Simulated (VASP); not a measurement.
# Au in VASP: single point with PBE

Aim: the single point of Au with PBE.

Everything below comes from runs of VASP 6.6.1. Logs are shortened: lines on timing, memory, paths and dates and some standing lists are left out, and cuts for length are marked.

**1. The cell of the first run**

The cell holds a sublattice, 1 atom: a = 3.147 Å, b = 3.147 Å, c = 3.147 Å, α = 90.00°, β = 90.00°, γ = 90.00°.

**2. Single point, PBE**

Contents of INCAR:

```
ALGO     = Normal         # electronic algorithm
EDIFF    = 1E-6           # SCF threshold, eV
ENCUT    = 520            # plane-wave cutoff, eV
GGA      = PE             # functional
ISIF     = 2              # what is computed and relaxed
ISMEAR   = 0              # smearing method
LASPH    = True           # aspherical terms in the spheres
LCHARG   = False          # write CHGCAR
LREAL    = False          # projectors in reciprocal space
LWAVE    = False          # write WAVECAR
NBANDS   = 12             # bands
NELM     = 80             # most SCF steps
PREC     = Accurate       # precision mode
SIGMA    = 0.1            # smearing width, eV
```

Contents of KPOINTS:

```
k-points
0
Gamma
  10 10 10
```

Contents of POSCAR:

```
Au
1.0
    3.1470000000      0.0000000000      0.0000000000
    0.0000000000      3.1470000000      0.0000000000
    0.0000000000      0.0000000000      3.1470000000
Au
1
Direct
    0.0000000000      0.0000000000      0.0000000000
```

Potentials or basis: VASP PAW PBE potentials, release 64 (Au).

The run is started by

```
cat potpaw_PBE.64/Au/POTCAR > POTCAR
mpirun -np 1 vasp_std > vasp.out
```

OUTCAR:

```text
EDIFF = 1E-6
   ENCUT = 520
   GGA = PE
   ISIF = 2
   ISMEAR = 0
   LASPH = True
   LREAL = False
   NELM = 80
   PREC = Accurate

 ion  position               nearest neighbor table
   1  0.000  0.000  0.000-

  LATTYP: Found a simple cubic cell.
 ALAT       =     3.1470000000

  Lattice vectors:

 A1 = (   3.1470000000,   0.0000000000,   0.0000000000)
 A2 = (   0.0000000000,   3.1470000000,   0.0000000000)
 A3 = (   0.0000000000,   0.0000000000,   3.1470000000)

Analysis of symmetry for initial positions (statically):
=====================================================================
 Subroutine PRICEL returns:
 Original cell was already a primitive cell.

 Routine SETGRP: Setting up the symmetry group for a
 simple cubic supercell.

 Subroutine GETGRP returns: Found 48 space group operations
 (whereof 48 operations were pure point group operations)
 out of a pool of 48 trial point group operations.

The static configuration has the point symmetry O_h .

Analysis of symmetry for dynamics (positions and initial velocities):
=====================================================================
 Subroutine PRICEL returns:
 Original cell was already a primitive cell.

 Routine SETGRP: Setting up the symmetry group for a
 simple cubic supercell.

 Subroutine GETGRP returns: Found 48 space group operations
 (whereof 48 operations were pure point group operations)
 out of a pool of 48 trial point group operations.

The dynamic configuration has the point symmetry O_h .

 Subroutine INISYM returns: Found 48 space group operations
 (whereof 48 operations are pure point group operations),
 and found     1 'primitive' translations

----------------------------------------------------------------------------------------

                                     Primitive cell

  volume of cell :      31.1667

  direct lattice vectors                    reciprocal lattice vectors
     3.147000000  0.000000000  0.000000000     0.317762949  0.000000000  0.000000000
     0.000000000  3.147000000  0.000000000     0.000000000  0.317762949  0.000000000
     0.000000000  0.000000000  3.147000000     0.000000000  0.000000000  0.317762949

  length of vectors
     3.147000000  3.147000000  3.147000000     0.317762949  0.317762949  0.317762949

  position of ions in fractional coordinates (direct lattice)
     0.000000000  0.000000000  0.000000000

  ion indices of the primitive-cell ions
   primitive index   ion index
                 1           1

----------------------------------------------------------------------------------------

 KPOINTS: k-points

Automatic generation of k-mesh.
 Grid dimensions read from file:
 generate k-points for:   10   10   10

 Generating k-lattice:

  Cartesian coordinates                     Fractional coordinates (reciprocal lattice)
     0.031776295  0.000000000  0.000000000     0.100000000  0.000000000  0.000000000
     0.000000000  0.031776295  0.000000000     0.000000000  0.100000000  0.000000000
     0.000000000  0.000000000  0.031776295     0.000000000  0.000000000  0.100000000

  Length of vectors
     0.031776295  0.031776295  0.031776295

  Shift w.r.t. Gamma in fractional coordinates (k-lattice)
     0.000000000  0.000000000  0.000000000

 Subroutine IBZKPT returns following result:
 ===========================================

 Found     56 irreducible k-points:

 Following reciprocal coordinates:
            Coordinates               Weight
  0.000000  0.000000  0.000000      1.000000
  0.100000  0.000000  0.000000      6.000000
  0.200000  0.000000  0.000000      6.000000
  0.300000  0.000000  0.000000      6.000000
  0.400000  0.000000  0.000000      6.000000
  0.500000  0.000000  0.000000      3.000000
[... 16 lines left out ...]
  0.200000  0.100000  0.100000     24.000000
  0.300000  0.100000  0.100000     24.000000
 [... further k-points ...]
   k-points           NKPTS =     56   k-points in BZ     NKDIM =     56   number of bands    NBANDS=     12
   number of dos      NEDOS =    301   number of ions     NIONS =      1
   total plane-waves  NPLWV =  13824
   dimension x,y,z NGX =    24 NGY =   24 NGZ =   24
   dimension x,y,z NGXF=    48 NGYF=   48 NGZF=   48
   ions per type =               1
   NGX,Y,Z   is equivalent  to a cutoff of  12.68, 12.68, 12.68 a.u.
   NGXF,Y,Z  is equivalent  to a cutoff of  25.36, 25.36, 25.36 a.u.
 SYSTEM =  unknown system
   PREC   = accura    normal or accurate (medium, high low for compatibility)
   ISTART =      0    job   : 0-new  1-cont  2-samecut
   ICHARG =      2    charge: 1-file 2-atom 10-const
   ISPIN  =      1    spin polarized calculation?
   LNONCOLLINEAR =      F non collinear calculations
   LSORBIT =      F    spin-orbit coupling
   LASPH  =      T    aspherical Exc in radial PAW
   ENCUT  =  520.0 eV  38.22 Ry    6.18 a.u.   5.85  5.85  5.85*2*pi/ulx,y,z
   NELM   =     80;   NELMIN=  2; NELMDL= -5     # of ELM steps
   EDIFF  = 0.1E-05   stopping-criterion for ELM
   LREAL  =      F    real-space projection
   EDIFFG = 0.1E-04   stopping-criterion for IOM
   NSW    =      0    number of steps for IOM
   IBRION =     -1    ionic relax: 0-MD 1-quasi-New 2-CG
   NFREE  =      0    steps in history (QN), initial steepest desc. (CG)
   ISIF   =      2    stress and relaxation
   ISYM   =      2    0-nonsym 1-usesym 2-fastsym
   POTIM  = 0.5000    time-step for ionic-motion
   TEBEG  =    0.0;   TEEND  =   0.0 temperature during run
   PSTRESS=    0.0 pullay stress
   NELECT =      11.0000    total number of electrons
   NUPDOWN=      -1.0000    fix difference up-down
   EMIN   =  10.00;   EMAX   =-10.00  energy-range for DOS
   EFERMI =   0.00;   METHOD = LEGACY
   ISMEAR =     0;   SIGMA  =   0.10  broadening in eV -4-tet -1-fermi 0-gaus
   EFERMI_NEDOS =   21; number of points for ismear=-14 and -15
   IALGO  =     38    algorithm
   IMIX   =      4    mixing-type and parameters
     AMIX     =   0.40;   BMIX     =  1.00
     AMIX_MAG =   1.60;   BMIX_MAG =  1.00
  volume/ion in A,a.u.               =      31.17       210.32
  Fermi-wavevector in a.u.,A,eV,Ry     =   1.156935  2.186290 18.211381  1.338499
  Thomas-Fermi vector in A             =   2.293551
   LORBIT       =      0    0 simple, 1 ext, 2 COOP (PROOUT), +10 PAW based schemes
   GGA     = PE    functional components
   LHFCALC =     F    Hartree Fock is set to
   AEXX    =    0.0000 exact exchange contribution
   IVDW    =     0    specifies the selected vdW correction
   LEPSILON=     F    determine dielectric tensor
   LRPA    =     F    only Hartree local field effects (RPA)
 non-spin polarized calculation
 Gauss-broadening in eV      SIGMA  =   0.10
  energy-cutoff  :      520.00
  volume of cell :       31.17
 maximum number of plane-waves:       862
 NGX is ok and might be reduce to    24
   NGX = 11   NGY = 11   NGZ = 11

 number of electron      11.0000003 magnetization

 Free energy of the ion-electron system (eV)
  ---------------------------------------------------
  ext. energy  EPLUGINS =         0.00000000
  ---------------------------------------------------
  free energy    TOTEN  =        -2.34241696 eV

  energy without entropy =       -2.33933680  energy(sigma->0) =       -2.34087688

 E-fermi :   2.0442     XC(G=0):  -9.2488

 val. band max:        1.9878257021   @ k =   0.3000   0.3000   0.3000
 cond. band min:       2.0456913955   @ k =   0.4000   0.3000   0.0000
 fundamental gap:      0.0578656934
 Fermi energy:         2.0441997486

 k-point     1 :       0.0000    0.0000    0.0000
  band No.  band energies     occupation
      1      -2.9523      2.00000
      2      -1.5018      2.00000
      3      -1.5018      2.00000
      4       0.5615      2.00000
      5       0.5615      2.00000
      6       0.5615      2.00000
      7      13.6042      0.00000
      8      13.6042      0.00000
      9      13.6042      0.00000
     10      16.7218      0.00000
     11      18.8121      0.00000
     12      18.8121      0.00000

 k-point     2 :       0.1000    0.0000    0.0000
  band No.  band energies     occupation
      1      -2.7864      2.00000
      2      -1.4844      2.00000
      3      -1.3960      2.00000
      4       0.4932      2.00000
      5       0.4932      2.00000
      6       0.5672      2.00000
      7      12.0530      0.00000
      8      13.8475      0.00000
      9      13.8475      0.00000
     10      17.3496      0.00000
     11      18.6701      0.00000
     12      19.9865      0.00000

 k-point     3 :       0.2000    0.0000    0.0000
  band No.  band energies     occupation
      1      -2.3732      2.00000
      2      -1.4384      2.00000
      3      -1.0181      2.00000
      4       0.3206      2.00000
      5       0.3206      2.00000
      6       0.5821      2.00000
      7       9.5940      0.00000
      8      14.5273      0.00000
      9      14.5273      0.00000
     10      17.6871      0.00000
     11      18.2950      0.00000
     12      22.8221      0.00000

 k-point     4 :       0.3000    0.0000    0.0000
  band No.  band energies     occupation
      1      -1.9579      2.00000
      2      -1.3806      2.00000
      3      -0.1935      2.00000
      4       0.1185      2.00000
      5       0.1185      2.00000
      6       0.6006      2.00000
      7       7.1676      0.00000
      8      15.5024      0.00000
      9      15.5024      0.00000
     10      17.8330      0.00000
     11      17.8823      0.00000
     12      23.4323      0.00000

 k-point     5 :       0.4000    0.0000    0.0000
  band No.  band energies     occupation
      1      -1.7052      2.00000
      2      -1.3331      2.00000
      3      -0.0371      2.00000
      4      -0.0371      2.00000
      5       0.6156      2.00000
      6       1.1350      2.00000
      7       4.9130      0.00000
      8      16.5130      0.00000
      9      16.5130      0.00000
     10      17.4660      0.00000
     11      18.0220      0.00000
     12      21.9916      0.00000
[... 228 lines left out ...]
      1      -1.3357      2.00000
      2      -1.1675      2.00000
      3       0.0146      2.00000
      4       0.0146      2.00000
      5       1.1250      2.00000
      6       5.3968      0.00000
      7       5.9602      0.00000
      8       5.9602      0.00000
      9      11.5411      0.00000
     10      20.1631      0.00000
     11      20.1631      0.00000
     12      21.6179      0.00000

 k-point    22 :       0.1000    0.1000    0.1000
  band No.  band energies     occupation
      1      -2.4428      2.00000
      2      -1.3240      2.00000
      3      -1.3240      2.00000
      4       0.4181      2.00000
      5       0.4351      2.00000
      6       0.4351      2.00000
      7      12.1397      0.00000
      8      12.6884      0.00000
      9      12.6884      0.00000
     10      19.4217      0.00000
     11      19.9580      0.00000
     12      19.9580      0.00000

 k-point    23 :       0.2000    0.1000    0.1000
  band No.  band energies     occupation
      1      -2.0191      2.00000
      2      -1.2781      2.00000
      3      -0.9694      2.00000
      4       0.2525      2.00000
      5       0.2614      2.00000
      6       0.4483      2.00000
      7       9.9945      0.00000
      8      12.9140      0.00000
      9      13.3093      0.00000
     10      19.4474      0.00000
     11      19.8949      0.00000
     12      22.0714      0.00000

 k-point    24 :       0.3000    0.1000    0.1000
  band No.  band energies     occupation
      1      -1.6284      2.00000
      2      -1.2194      2.00000
      3      -0.3129      2.00000
      4       0.0380      2.00000
      5       0.2502      2.00000
      6       0.4720      2.00000
      7       7.5592      0.00000
      8      13.7398      0.00000
      9      14.2084      0.00000
     10      18.5924      0.00000
     11      19.4450      0.00000
     12      21.7506      0.00000

 [... further k-points ...]
[... 5 lines left out ...]
  --------------------------------------------------------------------------------------
  -------------------------------------------------------------------------------------
  Total       -2.4805327     -2.4805327     -2.4805327     -0.0000000      0.0000000      0.0000000
  in kB     -127.5161852   -127.5161852   -127.5161852     -0.0000000      0.0000000      0.0000000
  external PRESSURE =    -127.5161852 kB  Pullay stress =       0.0000000 kB

 VOLUME and BASIS-vectors are now :
 -----------------------------------------------------------------------------
  energy-cutoff  :      520.00
  volume of cell :       31.17
      direct lattice vectors                 reciprocal lattice vectors
     3.147000000  0.000000000  0.000000000     0.317762949  0.000000000  0.000000000
     0.000000000  3.147000000  0.000000000     0.000000000  0.317762949  0.000000000
     0.000000000  0.000000000  3.147000000     0.000000000  0.000000000  0.317762949

 POSITION                                       TOTAL-FORCE (eV/Angst)
 -----------------------------------------------------------------------------------
      0.00000      0.00000      0.00000         0.000000      0.000000      0.000000
 -----------------------------------------------------------------------------------
    total drift:                                0.000000      0.000000     -0.000000

  FREE ENERGIE OF THE ION-ELECTRON SYSTEM (eV)
  ---------------------------------------------------
  free  energy   TOTEN  =        -2.3424169646 eV

  energy  without entropy=       -2.3393368011  energy(sigma->0) =       -2.34087688
```

Run time: 18 s. Hardware: 1 thread of AMD EPYC 7R13, shared host; peak memory 0.12 GiB.

What came out:

```
Free energy            : -2.3424 eV
Pressure               : -12.8 GPa
Band gap on the k mesh : zero (an odd number of electrons rules out a gap without spin polarisation)
```

Caveat: spin-orbit coupling is left out, which moves the levels of the heavy elements.
